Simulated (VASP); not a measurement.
# CaIr2S4: single point with PBE

The system is CaIr2S4.

```
CELL_PARAMETERS angstrom
-3.86674 3.86674 2.64150
3.86674 -3.86674 2.64150
3.86674 3.86674 -2.64150
ATOMIC_POSITIONS crystal
Ca 0.00000 0.00000 0.00000
Ir 0.75000 0.25000 0.50000
Ir 0.25000 0.75000 0.50000
S 0.24400 0.50000 0.74400
S 0.50000 0.24400 0.74400
S 0.50000 0.75600 0.25600
S 0.75600 0.50000 0.25600
```

The cell was built from a structure type or drawn by symmetry, and may not be a known phase.

```yaml
Program: VASP 6.6.1
Task: single point
Functional: PBE
Potentials_or_basis: VASP PAW PBE potentials, release 64 (Ca_sv, Ir, S)
Cutoff: 520 eV
k_mesh: 3 × 3 × 3
Occupations: gaussian, width 0.15 eV
Spin: collinear spin
Starting_moments: "[0.0, 1.0, 1.0, 0.0, 0.0, 0.0, 0.0] μB"
```

```
Pressure                                              : 0.5 GPa
Largest force                                         : 0.022 eV/Å
Band gap on the k mesh                                : zero (filled and empty bands overlap)
Net moment                                            : 0.00 μB per cell
Valence electrons inside the program's atomic spheres : Ca 7.99; Ir 8.52; S 3.62
```

Forces in eV/Å, atoms in the order of the input:
```
Ca   0.000  0.000  0.000
Ir   0.000  0.000  0.000
Ir   0.000  0.000  0.000
S    0.000 -0.022  0.000
S   -0.022  0.000  0.000
S    0.022  0.000  0.000
S    0.000  0.022  0.000
```

Stress tensor (GPa, compression positive):
```
 0.82  0.00  0.00
 0.00  0.82  0.00
 0.00  0.00 -0.03
```

Levels at points of the mesh, in eV from the Fermi level:
Spin up:
| k point | band 23 | band 24 | band 25 | band 26 | band 27 | band 28 | band 29 | band 30 |
| --- | --- | --- | --- | --- | --- | --- | --- | --- |
| (0.00, 0.00, 0.00) | -1.30 | -1.14 | -1.14 | -0.40 | -0.15 | 0.61 | 1.47 | 1.47 |
Spin down:
| k point | band 24 | band 25 | band 26 | band 27 | band 28 | band 29 |
| --- | --- | --- | --- | --- | --- | --- |
| (0.00, 0.00, 0.00) | -1.14 | -1.14 | -0.40 | -0.15 | 0.61 | 1.47 |

It took 73 s on 1 thread of Intel(R) Xeon(R) 6975P-C (Granite Rapids), on a shared host, peak memory 0.43 GiB.

Caveat: the k points lie up to 0.48 Å⁻¹ apart; spin-orbit coupling is left out, which moves the levels of the heavy elements.
